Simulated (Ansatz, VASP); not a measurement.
**CoSbH4: VASP beside Ansatz**

```
Co Sb H
1.0
     2.62335   -2.68399    0.00000
     2.62335    2.68399    0.00000
     0.00000    0.00000    5.17385
Co Sb H
1 1 4
Direct
  0.50000 0.50000 0.50000
  0.00000 0.00000 0.50000
  0.58406 0.58406 0.79530
  0.41594 0.41594 0.79530
  0.41594 0.41594 0.20470
  0.58406 0.58406 0.20470
```

Alike in both runs: functional PBE; k mesh 8 × 8 × 6; occupations gaussian, width 0.1 eV; no spin polarisation.

Ansatz relaxed the structure, and its values are those at the end. VASP's run is a single point on that final structure, the one shown.

```csv
,VASP,Ansatz
version,VASP 6.6.1,Ansatz 0.2.0
potentials or method,"VASP PAW PBE potentials, release 64 (Co, Sb, H), cutoff 520 eV","scalar-relativistic, plane waves, PAW"
valence electrons in the cell,18,36
```

```tsv
	VASP	Ansatz	Ansatz less VASP
gap on the k mesh at the Fermi level (eV)	none	none	-
pressure (GPa)	-0.2	0.0	+0.18
rms of the force components (eV/Å)	0.008	0.000	-0.0079
```

A gap of «none» marks a metal or a gap that the smearing closes. VASP's potentials hold 18 valence electrons a cell and Ansatz's 36, so a difference there can come from the potentials and not from the codes.

Neither program's run includes spin-orbit coupling.
